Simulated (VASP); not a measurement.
A run of VASP 6.6.1:

INCAR

```
PREC = Accurate ; ENCUT = 520
EDIFF = 1E-6 ; ISMEAR = 1
SIGMA = 0.05 ; LREAL = Auto
LASPH = T ; NELM = 80
ALGO = Normal ; ISIF = 2
LWAVE = F ; LCHARG = F
GGA = PS ; NBANDS = 86
```

Contents of KPOINTS:

```
regular mesh
0
Gamma
  1 1 1
```

Contents of POSCAR:

```
Zn3Cd5Se8
1.0
   11.8205630000      0.0000000000      0.0000000000
    0.0000000000      5.9102820000      0.0000000000
    0.0000000000      0.0000000000      5.9102820000
Zn Se Cd
3 8 5
Direct
    0.9979910000      0.0090970000      0.9911930000
    0.5025640000      0.9790360000      0.0110030000
    0.2630170000      0.5074720000      0.0070380000
    0.1219140000      0.2534230000      0.2273740000
    0.6321350000      0.2688060000      0.2451300000
    0.3765510000      0.7359690000      0.2674170000
    0.8758480000      0.7458080000      0.2773820000
    0.3731040000      0.2346000000      0.7225020000
    0.8603780000      0.2522780000      0.7343910000
    0.1296010000      0.7398330000      0.7083060000
    0.6178600000      0.7472380000      0.7754720000
    0.7544630000      0.5079030000      0.0094710000
    0.2427450000      0.0297370000      0.4859420000
    0.7470140000      0.9899570000      0.4810530000
    0.9949360000      0.4988050000      0.5215850000
    0.5032580000      0.5074920000      0.4977440000
```

Potentials or basis: VASP PAW PBE potentials, release 64 (Zn, Se, Cd).

The run is started by

```sh
$ cat potpaw_PBE.64/Zn/POTCAR potpaw_PBE.64/Se/POTCAR potpaw_PBE.64/Cd/POTCAR > POTCAR
$ mpirun -np 1 vasp_gam > vasp.out
```

Hardware: 1 thread of Intel Xeon 8259CL, on a shared host.

How long does it take, and how much memory?

Run time: 2.4 min on 1 thread of Intel Xeon 8259CL, with other jobs on the host, peak memory 0.45 GiB. Counts: scf iterations 16, k points 1.
